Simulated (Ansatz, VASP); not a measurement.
## One calculation of SnO2, two programs

```
Sn O
1.0
     0.00000    2.60947    2.51863
     2.60947    0.00000    2.51863
     2.60947    2.60947    0.00000
Sn O
1 2
Cartesian
  0.0000 0.0000 0.0000
  1.3047 1.3047 1.2593
  3.9142 3.9142 3.7780
```

Change from the starting cell: epitaxial_xy strain +3.0%.

Alike in both runs: task single point; functional r2SCAN; k mesh 8 × 8 × 8; occupations fermi-dirac, width 0.02 eV; no spin polarisation.

|  | VASP | Ansatz |
| --- | --- | --- |
| version | VASP 6.6.1 | Ansatz 0.2.0 |
| potentials or method | VASP PAW PBE potentials, release 64 (Sn_d, O) | plane waves, PAW |
| plane-wave cutoff (eV) | 520 | 500 |
| valence electrons in the cell | 26 | 26 |

VASP gave:

* pressure (GPa): -9.4
* traceless stress, the component that is largest in VASP (GPa): 10.64

Which values does Ansatz return?

Pressure (GPa): -10.5; traceless stress, the component that is largest in VASP (GPa): 10.65.

VASP's potentials were made for PBE, not for r2SCAN.
